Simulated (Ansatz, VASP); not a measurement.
# One calculation of NiO, two programs

The input INCAR:

```
PREC     = Accurate       # precision mode
ENCUT    = 520            # plane-wave cutoff, eV
EDIFF    = 1E-6           # SCF threshold, eV
ISMEAR   = 0              # smearing method
SIGMA    = 0.016          # smearing width, eV
LREAL    = F              # projectors in reciprocal space
LASPH    = T              # aspherical terms in the spheres
NELM     = 120            # most SCF steps
ALGO     = Fast           # electronic algorithm
ISIF     = 2              # what is computed and relaxed
LWAVE    = F              # write WAVECAR
LCHARG   = F              # write CHGCAR
ISPIN    = 2              # spin polarisation
MAGMOM   = 1 0            # initial moments
LORBIT   = 11             # projections on sites
LMAXMIX  = 4              # l up to which the mixer works
GGA      = PE             # functional
NBANDS   = 19             # bands
```

The input KPOINTS:

```
regular mesh
0
Gamma
  11 11 11
```

POSCAR

```
NiO
1.0
    0.0000000000      2.0859016414      2.0859016414
    2.0859016414      0.0000000000      2.0859016414
    2.0859016414      2.0859016414      0.0000000000
Ni O
1 1
Direct
    0.0000000000      0.0000000000      0.0000000000
    0.5000000000      0.5000000000      0.5000000000
```

The input input.yaml:

```yaml
crystal:
  lattice:
    - [0.0, 2.0859016414, 2.0859016414]
    - [2.0859016414, 0.0, 2.0859016414]
    - [2.0859016414, 2.0859016414, 0.0]
  atoms:
    - { symbol: Ni, position: [0.0, 0.0, 0.0], spin: 1.0 }
    - { symbol: O, position: [0.5, 0.5, 0.5] }
hamiltonian:
  xc: pbe
  pseudopotentials: { kind: paw }
magnetization:
  spin_polarized: true
kpoints:
  mp_grid: { grid: [11, 11, 11] }
scf:
  occupations: { method: gaussian, width: 0.016 }
output:
  forces: true
  stress: true
  eigenvalues: true
```

Alike in both runs: task single point; functional PBE; k mesh 11 × 11 × 11; occupations gaussian, width 0.016 eV; collinear spin, ferromagnetic start.

```csv
,VASP,Ansatz
version,VASP 6.6.1,Ansatz 0.2.0
potentials or method,"VASP PAW PBE potentials, release 64 (Ni, O)",Ansatz PAW
plane-wave cutoff (eV),520,420
valence electrons in the cell,16,24
```

```tsv
	VASP	Ansatz	Ansatz less VASP
gap on the k mesh at the Fermi level (eV)	none	none	-
pressure (GPa)	6.2	6.3	+0.14
net moment per atom (μB)	0.89	0.90	+0.008
size of the moment on the site where the two differ most (μB)	0.28	0.29	+0.017
```

Site moments also hang on the region over which each program counts them. A gap of «none» marks a metal or a gap that the smearing closes. VASP's potentials hold 16 valence electrons a cell and Ansatz's 24, so a difference there can come from the potentials and not from the codes.
